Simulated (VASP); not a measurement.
Wanted: the native input for a VASP 6.6.1 run.

```yaml
Task: single point
Functional: r2SCAN
Potentials_or_basis: VASP PAW PBE potentials, release 64 (Ti_sv)
Cutoff: 520 eV
k_mesh: 20 × 20 × 20
Occupations: gaussian, width 0.15 eV
Spin: no spin polarisation
Dipole_correction: no
Further_INCAR_settings: ALGO = Normal; EDIFF = 1e-07; NBANDS = 12
```

The system is Ti.

```xyz
1
Lattice="-1.7066 1.7066 1.5754 1.7066 -1.7066 1.5754 1.7066 1.7066 -1.5754" Properties=species:S:1:pos:R:3 pbc="T T T"
Ti    0.0000    0.0000    0.0000
```

This cell differs from its parent crystal: strain +0.040 along x and y, -0.040 along z.

These files were run (other wordings do the same):

POSCAR

```
Ti
1.0
   -1.7066400000      1.7066400000      1.5753600000
    1.7066400000     -1.7066400000      1.5753600000
    1.7066400000      1.7066400000     -1.5753600000
Ti
1
Direct
    0.0000000000      0.0000000000      0.0000000000
```

INCAR.step1

```
SYSTEM = Ti
ALGO = Normal
EDIFF = 1E-4
ENCUT = 520
GGA = PE
ISMEAR = 0
LASPH = .TRUE.
LCHARG = .FALSE.
LREAL = .FALSE.
LWAVE = .TRUE.
NBANDS = 12
NELM = 80
PREC = Accurate
SIGMA = 0.15
```

INCAR.step2

```
SYSTEM = Ti
ALGO = Normal
EDIFF = 1E-7
ENCUT = 520
ISIF = 2
ISMEAR = 0
ISTART = 1
LASPH = .TRUE.
LCHARG = .FALSE.
LMIXTAU = .TRUE.
LREAL = .FALSE.
LWAVE = .FALSE.
METAGGA = R2SCAN
NBANDS = 12
NELM = 80
PREC = Accurate
SIGMA = 0.15
```

KPOINTS

```
k-points
0
G
  20 20 20
  0 0 0
```

Potentials or basis: VASP PAW PBE potentials, release 64 (Ti_sv).

Launch:

```sh
$ cat potpaw_PBE.64/Ti_sv/POTCAR > POTCAR
$ cp INCAR.step1 INCAR
$ mpirun -np 1 vasp_std > vasp.out
$ cp INCAR.step2 INCAR
$ mpirun -np 1 vasp_std > vasp.out
```

It gave:

| Item | Value |
| --- | --- |
| Pressure | -6.0 GPa |
| Band gap on the k mesh | zero (bands 6 and 7 overlap by 1.63 eV) |

Caveat: the cell differs from its parent crystal (strain +0.040 along x and y, -0.040 along z); the cell stands under tension; the PAW data sets were made with another functional, which shifts forces and pressure a little.

It took 7.7 min on 1 thread of Intel(R) Xeon(R) Platinum 8259CL CPU @ 2.50GHz (Skylake/Cascade Lake) (shared host), peak memory 0.26 GiB.
